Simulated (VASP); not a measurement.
**InSb: electric field gradients with LDA**

The system is InSb.

```
In Sb
1.0
     0.00000    3.23910    3.20671
     3.23910    0.00000    3.20671
     3.23910    3.23910    0.00000
In Sb
1 1
Direct
  0.00000 0.00000 0.00000
  0.75000 0.75000 0.75000
```

This cell differs from its parent crystal: zz strain of -1 %.

| Item | Value |
| --- | --- |
| Program | VASP 6.6.1 |
| Task | electric field gradients |
| Functional | LDA |
| Potentials or basis | VASP PAW LDA potentials, release 64 (In_d, Sb) |
| Cutoff | 400 eV |
| k mesh | 10 × 10 × 10 |
| Occupations | fermi-dirac, width 0.03 eV |
| Spin | no spin polarisation |
| Dipole correction | no |
| Further INCAR settings | ALGO = Normal; EDIFF = 1e-08; NBANDS = 16 |

```
Pressure                                : -0.1 GPa
Band gap on the k mesh                  : 0.05 eV
Largest electric field gradient by atom : In +2.9; Sb -2.0 V/Å²
```

Stress tensor (GPa, compression positive):
```
-0.16  0.00  0.00
 0.00 -0.16  0.00
 0.00  0.00  0.12
```

Levels at points of the mesh, in eV from the valence-band top:
```csv
k point,band 7,band 8,band 9,band 10,band 11,band 12
"(0.00, 0.00, 0.00)",-0.29,0.00,0.00,0.05,2.91,2.93
"(0.50, 0.00, 0.00)",-5.71,-1.05,-0.98,0.45,3.76,3.81
"(0.50, 0.50, 0.00)",-5.97,-2.33,-2.33,1.21,1.21,8.12
"(0.50, 0.00, 0.50)",-6.02,-2.28,-2.27,1.26,1.29,8.09
```

Electric field gradients, principal values (V/Å²):
| atom | least | middle | greatest (by size) |
| --- | --- | --- | --- |
| 1 In | -1.445 | -1.446 | 2.891 |
| 2 Sb | 1.017 | 1.017 | -2.034 |

Run time: 110 s on 1 thread of Intel Xeon 8259CL (shared host), peak memory 0.2 GiB.

Caveat: the cell differs from its parent crystal (zz strain of -1 %); semilocal functionals underestimate gaps, and a narrow one can read as zero; without QUAD_EFG the Cq values of the log hold for a quadrupole moment of 1 mb, not for the nuclei; spin-orbit coupling is left out, which moves the levels of the heavy elements. A k mesh can miss the band edges.
